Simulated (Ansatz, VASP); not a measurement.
## One calculation of TaN, two programs

```xyz
4
Lattice="2.9173 0.0000 0.0000 -1.4587 2.5265 0.0000 0.0000 0.0000 5.9156" Properties=species:S:1:pos:R:3 pbc="T T T"
Ta    0.0000    0.0000    0.0000
Ta    0.0000    0.0000    2.9578
N     0.0000    1.6843    1.4789
N     1.4587    0.8422    4.4367
```

Alike in both runs: functional PBE; k mesh 11 × 11 × 6; occupations fermi-dirac, width 0.08 eV; no spin polarisation.

Ansatz relaxed the structure, and its values are those at the end. VASP's run is a single point on that final structure, the one shown.

```csv
,VASP,Ansatz
version,VASP 6.6.1,Ansatz 0.2.0
potentials or method,"VASP PAW PBE potentials, release 64 (Ta_sv_GW, N)","PAW with Ansatz's default frozen-core files, scalar-relativistic"
plane-wave cutoff (eV),700,420
valence electrons in the cell,36,36
```

|  | VASP | Ansatz | Ansatz less VASP |
| --- | --- | --- | --- |
| pressure (GPa) | -0.1 | 0.0 | +0.13 |

With one functional, cell and mesh, what is left measures potentials, basis and numerics.

Neither program's run includes spin-orbit coupling.
